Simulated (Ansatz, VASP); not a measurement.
## B3As: VASP beside Ansatz

```
B As
1.0
     0.00000    3.01422    3.01422
     3.01422    0.00000    3.01422
     3.01422    3.01422    0.00000
B As
3 1
Direct
  0.25000 0.25000 0.25000
  0.75000 0.75000 0.75000
  0.50000 0.50000 0.50000
  0.00000 0.00000 0.00000
```

Alike in both runs: task single point; functional PBE; k mesh 6 × 6 × 6; occupations gaussian, width 0.1 eV; no spin polarisation.

```csv
,VASP,Ansatz
version,VASP 6.6.1,Ansatz 0.2.0
potentials or method,"VASP PAW PBE potentials, release 64 (B, As), cutoff 520 eV","scalar-relativistic, plane waves, PAW"
valence electrons in the cell,14,24
```

```csv
,VASP,Ansatz,Ansatz less VASP
gap on the k mesh at the Fermi level (eV),none,none,-
pressure (GPa),-21.5,-21.5,-0.01
```

A gap of «none» marks a metal or a gap that the smearing closes. The functional is the same, so the differences come from potentials, cutoffs and numerics. VASP's potentials hold 14 valence electrons a cell and Ansatz's 24, so a difference there can come from the potentials and not from the codes.
